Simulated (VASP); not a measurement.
Wanted: the native input for a VASP 6.6.1 run.

```
Task                   : single point
Functional             : PBE
Potentials or basis    : VASP PAW PBE potentials, release 64 (Mg, O, Hg)
Cutoff                 : 520 eV
k mesh                 : 6 × 6 × 4
Occupations            : fermi-dirac, width 0.02 eV
Spin                   : no spin polarisation
Dipole correction      : no
Further INCAR settings : ALGO = Normal; EDIFF = 1e-06; NBANDS = 21
```

The structure of MgHgO2 lies in POSCAR:

```
MgHgO2
1.0
    3.3878496251      0.0000000000      0.0000000000
    0.0000000000      3.3878496251      0.0000000000
    0.0000000000      0.0000000000      5.0394973193
Mg O Hg
1 2 1
Direct
    0.0000000000      0.0000000000      0.0000000000
    0.0000000000      0.5000000000      0.2023172479
    0.5000000000      0.0000000000      0.7976827521
    0.5000000000      0.5000000000      0.5000000000
```

These files were run (other wordings do the same):

INCAR

```
  PREC = Accurate
  ENCUT = 520
  EDIFF = 1E-6
  ISMEAR = -1
  SIGMA = 0.02
  LREAL = F
  LASPH = T
  NELM = 100
  ALGO = Normal
  ISIF = 2
  LWAVE = F
  LCHARG = F
  GGA = PE
  NBANDS = 21
```

KPOINTS

```
Automatic mesh
0
Gamma
  6 6 4
```

Potentials or basis: VASP PAW PBE potentials, release 64 (Mg, O, Hg).

The run is started by

```console
$ cat potpaw_PBE.64/Mg/POTCAR potpaw_PBE.64/O/POTCAR potpaw_PBE.64/Hg/POTCAR > POTCAR
$ mpirun -np 1 vasp_std > vasp.out
```

It gave:

| Item | Value |
| --- | --- |
| Pressure | 4.3 GPa |
| Largest force | 0.175 eV/Å |

Wall time 22 s on 1 thread of AMD EPYC 9R14 (Zen 4) (shared host), peak memory 0.17 GiB.
